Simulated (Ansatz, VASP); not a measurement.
## Al2Pt: VASP beside Ansatz

```xyz
3
Lattice="0.0000 2.9514 2.9514 2.9514 0.0000 2.9514 2.9514 2.9514 0.0000" Properties=species:S:1:pos:R:3 pbc="T T T"
Al    1.4757    1.4757    1.4757
Al    4.4271    4.4271    4.4271
Pt    0.0000    0.0000    0.0000
```

Alike in both runs: task single point; functional r2SCAN; k mesh 10 × 10 × 10; occupations fermi-dirac, width 0.1 eV; no spin polarisation.

|  | VASP | Ansatz |
| --- | --- | --- |
| version | VASP 6.6.1 | Ansatz 0.2.0 |
| potentials or method | VASP PAW PBE potentials, release 64 (Al, Pt), cutoff 520 eV | PAW plane waves |
| valence electrons in the cell | 16 | 24 |

|  | VASP | Ansatz | Ansatz less VASP |
| --- | --- | --- | --- |
| pressure (GPa) | -0.1 | 0.0 | +0.17 |

VASP's potentials were made for PBE, not for r2SCAN. The functional is the same, so the differences come from potentials, cutoffs and numerics. VASP's potentials hold 16 valence electrons a cell and Ansatz's 24, so a difference there can come from the potentials and not from the codes.

Neither program's run includes spin-orbit coupling.
